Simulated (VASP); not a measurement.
# P (R-3m) in VASP: settings compared, part 2 of 3

VASP 6.6.1. Earlier steps stand in the parts before.

### 3 Relaxation of cell and atoms, PBEsol, target pressure 10 GPa, at which the enthalpy is minimised

The input, INCAR:

```
SYSTEM = P
PREC     = Accurate       ! precision mode
ENCUT    = 600            ! plane-wave cutoff, eV
EDIFF    = 1E-6           ! SCF threshold, eV
ISMEAR   = -1             ! smearing method
SIGMA    = 0.05           ! smearing width, eV
LREAL    = .False.        ! projectors in reciprocal space
LASPH    = .True.         ! aspherical terms in the spheres
NELM     = 80             ! most SCF steps
ALGO     = Normal         ! electronic algorithm
ISIF     = 3              ! what is computed and relaxed
LWAVE    = .False.        ! write WAVECAR
LCHARG   = .False.        ! write CHGCAR
GGA      = PS             ! functional
IBRION   = 2              ! ionic algorithm
NSW      = 60             ! ionic steps
EDIFFG   = -0.01          ! ionic threshold
PSTRESS  = 100.0
```

The input, KPOINTS:

```
Automatic mesh
0
Gamma
  9 9 9
  0 0 0
```

The input, POSCAR:

```
P
1.0
    1.7257251780      0.9963478961      3.1296800121
   -1.7257251780      0.9963478961      3.1296800121
    0.0000000000     -1.9926957921      3.1296800121
P
2
Direct
    0.7729197500      0.7729197500      0.7729197500
    0.2270802500      0.2270802500      0.2270802500
```

Potentials or basis: VASP PAW PBE potentials, release 64 (P).

The run is started by

```console
$ cat potpaw_PBE.64/P/POTCAR > POTCAR
$ mpirun -np 1 vasp_std > vasp.out
```

OUTCAR:

```text
SYSTEM = P
   PREC = Accurate
   ENCUT = 600
   EDIFF = 1E-6
   ISMEAR = -1
   LREAL = .False.
   LASPH = .True.
   NELM = 80
   ISIF = 3
   GGA = PS
   IBRION = 2
   NSW = 60
   EDIFFG = -0.01
   PSTRESS = 100.0

 ion  position               nearest neighbor table
   1  0.773  0.773  0.773-   2 2.29   2 2.29   2 2.29   2 2.82   2 2.82   2 2.82
   2  0.227  0.227  0.227-   1 2.29   1 2.29   1 2.29   1 2.82   1 2.82   1 2.82

  LATTYP: Found a trigonal (rhomboedric) cell.
 ALAT       =     3.7102201415
 COS(alpha) =     0.5673129383

  Lattice vectors:

 A1 = (   1.7257251780,   0.9963478961,   3.1296800121)
 A2 = (  -1.7257251780,   0.9963478961,   3.1296800121)
 A3 = (   0.0000000000,  -1.9926957921,   3.1296800121)

Analysis of symmetry for initial positions (statically):
=====================================================================
 Subroutine PRICEL returns:
 Original cell was already a primitive cell.

 Routine SETGRP: Setting up the symmetry group for a
 trigonal (rhombohedral) supercell.

 Subroutine GETGRP returns: Found 12 space group operations
 (whereof 12 operations were pure point group operations)
 out of a pool of 12 trial point group operations.

The static configuration has the point symmetry D_3d.

Analysis of symmetry for dynamics (positions and initial velocities):
=====================================================================
 Subroutine PRICEL returns:
 Original cell was already a primitive cell.

 Routine SETGRP: Setting up the symmetry group for a
 trigonal (rhombohedral) supercell.

 Subroutine GETGRP returns: Found 12 space group operations
 (whereof 12 operations were pure point group operations)
 out of a pool of 12 trial point group operations.

The dynamic configuration has the point symmetry D_3d.

 Subroutine INISYM returns: Found 12 space group operations
 (whereof 12 operations are pure point group operations),
 and found     1 'primitive' translations

----------------------------------------------------------------------------------------

                                     Primitive cell

  volume of cell :      32.2875

  direct lattice vectors                    reciprocal lattice vectors
     1.725725178  0.996347896  3.129680012     0.289733271  0.167277582  0.106507161
    -1.725725178  0.996347896  3.129680012    -0.289733271  0.167277582  0.106507161
     0.000000000 -1.992695792  3.129680012     0.000000000 -0.334555164  0.106507161

  length of vectors
     3.710220141  3.710220141  3.710220141     0.351099605  0.351099605  0.351099605

  position of ions in fractional coordinates (direct lattice)
     0.772919750  0.772919750  0.772919750
     0.227080250  0.227080250  0.227080250

  ion indices of the primitive-cell ions
   primitive index   ion index
                 1           1
                 2           2

----------------------------------------------------------------------------------------

 KPOINTS: Automatic mesh

Automatic generation of k-mesh.
 Grid dimensions read from file:
 generate k-points for:    9    9    9

 Generating k-lattice:

  Cartesian coordinates                     Fractional coordinates (reciprocal lattice)
     0.032192586  0.018586398  0.011834129     0.111111111  0.000000000  0.000000000
    -0.032192586  0.018586398  0.011834129     0.000000000  0.111111111  0.000000000
     0.000000000 -0.037172796  0.011834129    -0.000000000 -0.000000000  0.111111111

  Length of vectors
     0.039011067  0.039011067  0.039011067

  Shift w.r.t. Gamma in fractional coordinates (k-lattice)
     0.000000000  0.000000000  0.000000000

 Subroutine IBZKPT returns following result:
 ===========================================

 Found     85 irreducible k-points:

 Following reciprocal coordinates:
            Coordinates               Weight
  0.000000  0.000000  0.000000      1.000000
  0.111111 -0.000000  0.000000      6.000000
  0.222222  0.000000  0.000000      6.000000
  0.333333 -0.000000 -0.000000      6.000000
  0.444444  0.000000  0.000000      6.000000
[... 24 lines left out ...]
   LREAL  =      F    real-space projection
   EDIFFG = -.1E-01   stopping-criterion for IOM
   NSW    =     60    number of steps for IOM
   IBRION =      2    ionic relax: 0-MD 1-quasi-New 2-CG
   NFREE  =      1    steps in history (QN), initial steepest desc. (CG)
   ISIF   =      3    stress and relaxation
   ISYM   =      2    0-nonsym 1-usesym 2-fastsym
   POTIM  = 0.5000    time-step for ionic-motion
   TEBEG  =    0.0;   TEEND  =   0.0 temperature during run
   PSTRESS=  100.0 pullay stress
   NELECT =      10.0000    total number of electrons
   NUPDOWN=      -1.0000    fix difference up-down
   EMIN   =  10.00;   EMAX   =-10.00  energy-range for DOS
   EFERMI =   0.00;   METHOD = LEGACY
   ISMEAR =    -1;   SIGMA  =   0.05  broadening in eV -4-tet -1-fermi 0-gaus
   EFERMI_NEDOS =   21; number of points for ismear=-14 and -15
   IALGO  =     38    algorithm
   IMIX   =      4    mixing-type and parameters
     AMIX     =   0.40;   BMIX     =  1.00
     AMIX_MAG =   1.60;   BMIX_MAG =  1.00
  volume/ion in A,a.u.               =      16.14       108.94
  Fermi-wavevector in a.u.,A,eV,Ry     =   1.107636  2.093128 16.692396  1.226857
  Thomas-Fermi vector in A             =   2.244152
   LORBIT       =      0    0 simple, 1 ext, 2 COOP (PROOUT), +10 PAW based schemes
   GGA     = PS    functional components
   LHFCALC =     F    Hartree Fock is set to
   AEXX    =    0.0000 exact exchange contribution
   IVDW    =     0    specifies the selected vdW correction
   LEPSILON=     F    determine dielectric tensor
   LRPA    =     F    only Hartree local field effects (RPA)
 conjugate gradient relaxation of ions
 non-spin polarized calculation
  energy-cutoff  :      600.00
  volume of cell :       32.29
 maximum number of plane-waves:      1090
 NGX is ok and might be reduce to    30
   NGX = 15   NGY = 15   NGZ = 15

--------------------------------------- Ionic step        1  -------------------------------------------

 number of electron      10.0000000 magnetization

 Free energy of the ion-electron system (eV)
  ---------------------------------------------------
  ext. energy  EPLUGINS =         0.00000000
  ---------------------------------------------------
  free energy    TOTEN  =       -11.56294258 eV

  energy without entropy =      -11.56046979  energy(sigma->0) =      -11.56170619

 E-fermi :   8.9369     XC(G=0): -10.8717

 val. band max:        8.8435938778   @ k =   0.4444   0.4444   0.4444
 cond. band min:       8.9526557367   @ k =   0.4444   0.4444   0.0000
 fundamental gap:      0.1090618589
 Fermi energy:         8.9368585613

 k-point     1 :       0.0000    0.0000    0.0000
  band No.  band energies     occupation
      1      -7.6187      2.00000
      2       5.3262      2.00000
      3       5.7658      2.00000
      4       6.0330      2.00000
      5       6.0330      2.00000
      6      10.2200      0.00000
      7      11.5380      0.00000
      8      11.5380      0.00000
      9      14.6858      0.00000
[... 385 lines left out ...]
  energy  without entropy=      -11.4808849340  energy(sigma->0) =      -11.48282177

  enthalpy is  TOTEN    =        -9.6985756607 eV   P V=        1.7861829478

[... ionic steps 4 to 9 ...]

--------------------------------------- Ionic step       10  -------------------------------------------

 number of electron      10.0000000 magnetization

------------------------ aborting loop because EDIFF is reached ----------------------------------------
[... 71 lines left out ...]
--------------------------------------- Ionic step       12  -------------------------------------------

 number of electron      10.0000000 magnetization

 Free energy of the ion-electron system (eV)
  ---------------------------------------------------
  ext. energy  EPLUGINS =         0.00000000
  ---------------------------------------------------
  free energy    TOTEN  =       -11.49803317 eV

  energy without entropy =      -11.49363722  energy(sigma->0) =      -11.49583520

 E-fermi :  10.9814     XC(G=0): -11.7457

 val. band max:       10.9378024562   @ k =  -0.4444   0.4444   0.4444
 cond. band min:      11.0050134932   @ k =   0.3333  -0.0000  -0.0000
 fundamental gap:      0.0672110370
 Fermi energy:        10.9814015342

 k-point     1 :       0.0000    0.0000    0.0000
  band No.  band energies     occupation
      1      -6.5815      2.00000
      2       8.5222      2.00000
      3       8.5222      2.00000
      4       8.6804      2.00000
      5      10.2702      2.00000
      6      14.6783      0.00000
      7      14.9970      0.00000
      8      14.9970      0.00000
      9      16.5361      0.00000
[... 309 lines left out ...]
  energy  without entropy=      -11.4936372227  energy(sigma->0) =      -11.49583520

  enthalpy is  TOTEN    =        -9.8298175432 eV   P V=        1.6682156276

 reached required accuracy - stopping structural energy minimisation
```

Wall time 84 s (1 thread of Intel Xeon 6975P-C (Granite Rapids), shared host); peak memory 0.18 GiB.

Results:

```yaml
Free_energy: -11.4980 eV
Relaxed_volume: 13.36 Å³/atom
Relaxed_cell: a = 3.355 Å, b = 3.355 Å, c = 3.355 Å, α = 60.03°, β = 60.03°, γ = 60.03°
Space_group_after_relaxing_to_0.1_Å: R-3m (No. 166)
Energy_change_on_relaxing_the_run_minimises_the_enthalpy: +32.5 meV/atom
Ionic_steps: 12
Pressure_after_relaxing: 10.0 GPa
Largest_force_after_relaxing: 0.008 eV/Å
Band_gap_on_the_k_mesh: zero (bands 5 and 6 overlap by 2.41 eV)
```

Forces in eV/Å, atoms in the order of the input:
```
P    0.000  0.000 -0.008
P    0.000  0.000  0.008
```

Stress tensor (GPa, compression positive):
```
 9.93  0.00  0.00
 0.00  9.93  0.00
 0.00  0.00 10.01
```

Step by step:
```csv
step,energy change (eV),largest force (eV/Å),pressure (GPa),volume (Å³)
1,0.0000,0.2414,-1.76,32.29
2,0.2111,1.2230,19.05,27.06
3,0.0782,0.9113,10.76,28.62
4,0.0593,0.4340,11.44,27.76
5,0.0757,0.2717,11.45,26.94
6,0.1965,0.0067,18.73,25.31
7,0.1010,0.1408,13.30,26.28
8,0.0248,0.0804,4.99,27.60
9,0.0600,0.0524,9.60,26.83
10,0.0629,0.0310,9.85,26.76
11,0.0652,0.0171,10.02,26.72
12,0.0649,0.0082,9.95,26.73
```

Final structure:
```
P
1.0
     1.67842    0.96904    2.73885
    -1.67842    0.96904    2.73885
     0.00000   -1.93808    2.73885
P
2
Direct
  0.75754 0.75754 0.75754
  0.24246 0.24246 0.24246
```

Levels at points of the mesh, in eV from the Fermi level:
| k point | band 2 | band 3 | band 4 | band 5 | band 6 | band 7 | band 8 | band 9 |
| --- | --- | --- | --- | --- | --- | --- | --- | --- |
| (0.00, 0.00, 0.00) | -2.46 | -2.46 | -2.30 | -0.71 | 3.70 | 4.02 | 4.02 | 5.55 |

Caveat: the cell is relaxed towards a set pressure, so the run minimises the enthalpy, not the energy; the volume moved by over 15 % at a fixed basis, so the end points are rough; the PAW data sets were made with another functional, which shifts forces and pressure a little.

### 4 Relaxation of cell and atoms, PBEsol, target pressure 20 GPa, at which the enthalpy is minimised

The input, INCAR:

```
SYSTEM = P
ALGO     = Normal         ! electronic algorithm
EDIFF    = 1E-6           ! SCF threshold, eV
EDIFFG   = -0.01          ! ionic threshold
ENCUT    = 600            ! plane-wave cutoff, eV
GGA      = PS             ! functional
IBRION   = 2              ! ionic algorithm
ISIF     = 3              ! what is computed and relaxed
ISMEAR   = -1             ! smearing method
LASPH    = .TRUE.         ! aspherical terms in the spheres
LCHARG   = .FALSE.        ! write CHGCAR
LREAL    = .FALSE.        ! projectors in reciprocal space
LWAVE    = .FALSE.        ! write WAVECAR
NELM     = 100            ! most SCF steps
NSW      = 60             ! ionic steps
PREC     = Accurate       ! precision mode
PSTRESS  = 200.0        
SIGMA    = 0.05           ! smearing width, eV
```

The input, KPOINTS:

```
k-points
0
G
  9 9 9
  0 0 0
```

POSCAR is that of step 3.

The run is started by

```console
$ cat potpaw_PBE.64/P/POTCAR > POTCAR
$ mpirun -np 1 vasp_std > vasp.out
```

Run time: 1.8 min. Hardware: 1 thread of Intel Xeon 6975P-C (Granite Rapids), shared host; peak memory 0.18 GiB.

It converged, with:

- Free energy: -11.3580 eV
- Relaxed volume: 12.61 Å³/atom
- Relaxed cell: a = 3.292 Å, b = 3.292 Å, c = 3.292 Å, α = 59.99°, β = 59.99°, γ = 59.99°
- Space group after relaxing (to 0.1 Å): R-3m (No. 166)
- Energy change on relaxing (the run minimises the enthalpy): +102.5 meV/atom
- Ionic steps: 17
- Pressure after relaxing: 20.0 GPa
- Band gap on the k mesh: zero (bands 5 and 6 overlap by 2.70 eV)

The path:
| step | energy change (eV) | largest force (eV/Å) | pressure (GPa) | volume (Å³) |
| --- | --- | --- | --- | --- |
| 1 | 0.0000 | 0.2414 | -1.76 | 32.29 |
| 2 | 1.1028 | 2.9637 | 57.29 | 23.09 |
| 3 | 0.2299 | 1.3457 | 19.72 | 27.06 |
| 4 | 0.2466 | 1.3875 | 20.59 | 26.92 |
| 5 | 0.2261 | 0.7910 | 21.66 | 25.82 |
| 6 | 0.3165 | 0.1419 | 27.05 | 24.46 |
| 7 | 0.2870 | 0.2443 | 25.52 | 24.68 |
| 8 | 0.0930 | 0.0661 | 12.13 | 26.33 |
| 9 | 0.1901 | 0.0840 | 19.37 | 25.35 |
| 10 | 0.1925 | 0.0878 | 19.52 | 25.33 |
| 11 | 0.1987 | 0.0497 | 19.82 | 25.27 |
| 12 | 0.2041 | 0.0235 | 20.08 | 25.23 |
| 13 | 0.2044 | 0.0225 | 20.09 | 25.22 |
| 14 | 0.2014 | 0.0126 | 19.88 | 25.25 |
| 15 | 0.1996 | 0.0067 | 19.74 | 25.26 |
| 16 | 0.2014 | 0.0041 | 19.83 | 25.25 |
| 17 | 0.2049 | 0.0003 | 20.01 | 25.22 |

Final structure:
```
P
1.0
     1.64571    0.95015    2.68793
    -1.64571    0.95015    2.68793
     0.00000   -1.90031    2.68793
P
2
Direct
  0.75509 0.75509 0.75509
  0.24491 0.24491 0.24491
```

Levels at points of the mesh, in eV from the Fermi level:
```tsv
k point	band 2	band 3	band 4	band 5	band 6	band 7	band 8	band 9
(0.00, 0.00, 0.00)	-2.36	-2.36	-2.30	0.17	3.90	4.05	4.05	5.89
```

Caveat: the cell is relaxed towards a set pressure, so the run minimises the enthalpy, not the energy; the volume moved by over 15 % at a fixed basis, so the end points are rough; the PAW data sets were made with another functional, which shifts forces and pressure a little.

(Part 2 of 3 ends here.)
